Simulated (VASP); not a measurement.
# Nb (R-3m) in VASP: further runs, part 2 of 2

VASP 6.6.1. The steps go on from the part before.

## 3. Electric field gradients, PBE (equal xy, yz and zx shear strains of -2 %)

The input, INCAR:

```
PREC = Accurate
ENCUT = 520
EDIFF = 1E-8
ISMEAR = -1
SIGMA = 0.05
LREAL = F
LASPH = T
NELM = 80
ALGO = Normal
ISIF = 2
LWAVE = F
LCHARG = F
GGA = PE
LEFG = T
NBANDS = 12
```

The input, KPOINTS:

```
Automatic mesh
0
Gamma
  14 14 14
```

The input, POSCAR:

```
Nb
1.0
   -1.6972290000      1.6639500000      1.6639500000
    1.6639500000     -1.6972290000      1.6639500000
    1.6639500000      1.6639500000     -1.6972290000
Nb
1
Direct
    0.0000000000      0.0000000000      0.0000000000
```

Potentials or basis: VASP PAW PBE potentials, release 64 (Nb_sv).

On the command line:

```
> cat potpaw_PBE.64/Nb_sv/POTCAR > POTCAR
> mpirun -np 1 vasp_std > vasp.out
```

OUTCAR:

```text
PREC = Accurate
   ENCUT = 520
   EDIFF = 1E-8
   ISMEAR = -1
   LREAL = F
   LASPH = T
   NELM = 80
   ISIF = 2
   GGA = PE

 ion  position               nearest neighbor table
   1  0.000  0.000  0.000-

  LATTYP: Found a trigonal (rhomboedric) cell.
 ALAT       =     2.9013868207
 COS(alpha) =    -0.3420602552

  Lattice vectors:

 A1 = (  -1.6972290000,   1.6639500000,   1.6639500000)
 A2 = (   1.6639500000,  -1.6972290000,   1.6639500000)
 A3 = (   1.6639500000,   1.6639500000,  -1.6972290000)

Analysis of symmetry for initial positions (statically):
=====================================================================
 Subroutine PRICEL returns:
 Original cell was already a primitive cell.

 Routine SETGRP: Setting up the symmetry group for a
 trigonal (rhombohedral) supercell.

 Subroutine GETGRP returns: Found 12 space group operations
 (whereof 12 operations were pure point group operations)
 out of a pool of 12 trial point group operations.

The static configuration has the point symmetry D_3d.

Analysis of symmetry for dynamics (positions and initial velocities):
=====================================================================
 Subroutine PRICEL returns:
 Original cell was already a primitive cell.

 Routine SETGRP: Setting up the symmetry group for a
 trigonal (rhombohedral) supercell.

 Subroutine GETGRP returns: Found 12 space group operations
 (whereof 12 operations were pure point group operations)
 out of a pool of 12 trial point group operations.

The dynamic configuration has the point symmetry D_3d.

 Subroutine INISYM returns: Found 12 space group operations
 (whereof 12 operations are pure point group operations),
 and found     1 'primitive' translations

----------------------------------------------------------------------------------------

                                     Primitive cell

  volume of cell :      18.4225

  direct lattice vectors                    reciprocal lattice vectors
    -1.697229000  1.663950000  1.663950000     0.006071728  0.303586379  0.303586379
     1.663950000 -1.697229000  1.663950000     0.303586379  0.006071728  0.303586379
     1.663950000  1.663950000 -1.697229000     0.303586379  0.303586379  0.006071728

  length of vectors
     2.901386821  2.901386821  2.901386821     0.429378907  0.429378907  0.429378907

  position of ions in fractional coordinates (direct lattice)
     0.000000000  0.000000000  0.000000000

  ion indices of the primitive-cell ions
   primitive index   ion index
                 1           1

----------------------------------------------------------------------------------------

 KPOINTS: Automatic mesh

Automatic generation of k-mesh.
 Grid dimensions read from file:
 generate k-points for:   14   14   14

 Generating k-lattice:

[... 72 lines left out ...]
   NELECT =      13.0000    total number of electrons
   NUPDOWN=      -1.0000    fix difference up-down
   EMIN   =  10.00;   EMAX   =-10.00  energy-range for DOS
   EFERMI =   0.00;   METHOD = LEGACY
   ISMEAR =    -1;   SIGMA  =   0.05  broadening in eV -4-tet -1-fermi 0-gaus
   EFERMI_NEDOS =   21; number of points for ismear=-14 and -15
   IALGO  =     38    algorithm
   IMIX   =      4    mixing-type and parameters
     AMIX     =   0.40;   BMIX     =  1.00
     AMIX_MAG =   1.60;   BMIX_MAG =  1.00
  volume/ion in A,a.u.               =      18.42       124.32
  Fermi-wavevector in a.u.,A,eV,Ry     =   1.457492  2.754260 28.902610  2.124282
  Thomas-Fermi vector in A             =   2.574287
   LORBIT       =      0    0 simple, 1 ext, 2 COOP (PROOUT), +10 PAW based schemes
   GGA     = PE    functional components
   LHFCALC =     F    Hartree Fock is set to
   AEXX    =    0.0000 exact exchange contribution
   IVDW    =     0    specifies the selected vdW correction
   LEPSILON=     F    determine dielectric tensor
   LRPA    =     F    only Hartree local field effects (RPA)
 non-spin polarized calculation
  energy-cutoff  :      520.00
  volume of cell :       18.42
 maximum number of plane-waves:       513
 NGX is ok and might be reduce to    24
   NGX = 11   NGY = 11   NGZ = 11

 number of electron      13.0000000 magnetization

 Free energy of the ion-electron system (eV)
  ---------------------------------------------------
  ext. energy  EPLUGINS =         0.00000000
  ---------------------------------------------------
  free energy    TOTEN  =       -10.21710273 eV

  energy without entropy =      -10.20394532  energy(sigma->0) =      -10.21052402

 E-fermi :  10.8706     XC(G=0): -12.3838

 val. band max:       10.8691544437   @ k =   0.4286   0.1429   0.1429
 cond. band min:      10.8727108214   @ k =  -0.1429   0.2143   0.0714
 fundamental gap:      0.0035563777
 Fermi energy:        10.8706495205

 k-point     1 :       0.0000    0.0000    0.0000
  band No.  band energies     occupation
      1     -43.5355      2.00000
      2     -18.9100      2.00000
      3     -18.9100      2.00000
      4     -18.8102      2.00000
      5       4.9656      2.00000
      6      10.9478      0.35226
      7      11.3648      0.00010
      8      11.3648      0.00010
      9      14.0974      0.00000
     10      14.0974      0.00000
     11      24.7004      0.00000
     12      25.1933      0.00000
[... 331 lines left out ...]
 k-point    24 :       0.2857    0.1429   -0.0000
  band No.  band energies     occupation
      1     -43.3231      2.00000
      2     -19.9509      2.00000
      3     -19.2658      2.00000
      4     -18.9814      2.00000
      5       7.9353      2.00000
      6       9.6358      2.00000
      7      10.8044      1.57980
      8      13.5559      0.00000
      9      14.6467      0.00000
     10      16.5350      0.00000
     11      23.7088      0.00000
     12      24.8371      0.00000

 [... further k-points ...]

------------------------ aborting loop because EDIFF is reached ----------------------------------------

  FORCE on cell =-STRESS in cart. coord.  units (eV):
  Direction    XX          YY          ZZ          XY          YZ          ZX
  --------------------------------------------------------------------------------------
  -------------------------------------------------------------------------------------
  Total       -0.2993621     -0.2993621     -0.2993621     -0.0176810     -0.0176810     -0.0176810
  in kB      -26.0350121    -26.0350121    -26.0350121     -1.5376847     -1.5376847     -1.5376847
  external PRESSURE =     -26.0350121 kB  Pullay stress =       0.0000000 kB

 VOLUME and BASIS-vectors are now :
 -----------------------------------------------------------------------------
  energy-cutoff  :      520.00
  volume of cell :       18.42
      direct lattice vectors                 reciprocal lattice vectors
    -1.697229000  1.663950000  1.663950000     0.006071728  0.303586379  0.303586379
     1.663950000 -1.697229000  1.663950000     0.303586379  0.006071728  0.303586379
     1.663950000  1.663950000 -1.697229000     0.303586379  0.303586379  0.006071728

 POSITION                                       TOTAL-FORCE (eV/Angst)
 -----------------------------------------------------------------------------------
      0.00000      0.00000      0.00000         0.000000     -0.000000      0.000000
 -----------------------------------------------------------------------------------
    total drift:                                0.000000      0.000000     -0.000000

  FREE ENERGIE OF THE ION-ELECTRON SYSTEM (eV)
  ---------------------------------------------------
  free  energy   TOTEN  =       -10.2171027303 eV

  energy  without entropy=      -10.2039453190  energy(sigma->0) =      -10.21052402

 Electric field gradients (V/A^2)
---------------------------------------------------------------------
 ion       V_xx      V_yy      V_zz      V_xy      V_xz      V_yz
---------------------------------------------------------------------
   1      -0.000     0.000    -0.000    11.276    11.276    11.276
---------------------------------------------------------------------

 Electric field gradients after diagonalization (V/A^2)
 (convention: |V_zz| > |V_xx| > |V_yy|)
----------------------------------------------------------------------
 ion       V_xx      V_yy      V_zz     asymmetry (V_yy - V_xx)/ V_zz
----------------------------------------------------------------------
   1     -11.276   -11.276    22.552       0.000
----------------------------------------------------------------------

           NMR quadrupolar parameters

 Cq : quadrupolar parameter    Cq=e*Q*V_zz/h
 eta: asymmetry parameters     (V_yy - V_xx)/ V_zz
 Q  : nuclear electric quadrupole moment in mb (millibarn)
----------------------------------------------------------------------
 ion       Cq(MHz)       eta       Q (mb)
----------------------------------------------------------------------
   1       0.055       0.000       1.000
----------------------------------------------------------------------
```

It took 82 s on 1 thread of Intel Xeon 8259CL, shared host; peak memory 0.19 GiB.

What came out:

| Property | Result |
| --- | --- |
| Free energy | -10.2171 eV |
| Pressure | -2.6 GPa |

Stress tensor (GPa, compression positive):
```
-2.60 -0.15 -0.15
-0.15 -2.60 -0.15
-0.15 -0.15 -2.60
```

Electric field gradients, principal values (V/Å²):
```csv
atom,least,middle,greatest (by size)
1 Nb,-11.276,-11.276,22.552
```

Caveat: the cell differs from its parent crystal (equal xy, yz and zx shear strains of -2 %); without QUAD_EFG the Cq values of the log hold for a quadrupole moment of 1 mb, not for the nuclei.
